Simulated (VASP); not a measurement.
Runs of VASP 6.6.1 on HfO2. The structure is that of space group P4_2/mnm (No. 136), or close to it. The cells are those of the table. 

| task | cell | cutoff (eV) | gap on the mesh (eV) | pressure (GPa) | largest force (eV/Å) |
| --- | --- | --- | --- | --- | --- |
| relaxation of cell and atoms | relaxed to 12 GPa from a = 4.789, b = 4.789, c = 3.188 Å, 6 atoms | 600 | 4.07 | 12.0 | 0.01 |
| single point | a = 5.173, b = 5.173, c = 3.144 Å, 6 atoms | 520 | 3.66 | -13.3 | (a) |
| relaxation of cell and atoms | relaxed to 4 GPa from a = 4.849, b = 4.849, c = 3.219 Å, 6 atoms | 600 | (b) | 4.0 | 0.01 |
| relaxation of cell and atoms | relaxed to -1 GPa from a = 4.897, b = 4.897, c = 3.248 Å, 6 atoms | 600 | 3.89 | -0.9 | - |
| single point | a = 5.076, b = 5.076, c = 3.160 Å, 6 atoms | 520 | 3.62 | -10.2 | 0.14 |
| single point | a = 5.173, b = 5.173, c = 3.121 Å, 6 atoms | 520 | 3.56 | -12.5 | 0.22 |
| relaxation of cell and atoms | relaxed from a = 4.876, b = 4.876, c = 3.239 Å, 6 atoms | 600 | 3.90 | 0.0 | - |
| single point | a = 5.076, b = 5.076, c = 3.169 Å, 6 atoms | 520 | 3.66 | -10.6 | 0.08 |

Alike in all rows: level PBE; potentials or basis VASP PAW PBE potentials, release 64 (Hf_pv, O); no spin polarisation; k mesh 6 × 6 × 8; smearing gaussian 0.02 eV.

Task: Fill in the values left out.

Result: (a) 0.10; (b) 3.96.

Caveats: spin-orbit coupling is left out, which moves the levels of the heavy elements; the cell is relaxed towards a set pressure, so the enthalpy falls and the energy may rise (some runs).

A k mesh can miss the band edges, and the runs leave out spin-orbit coupling on Hf.
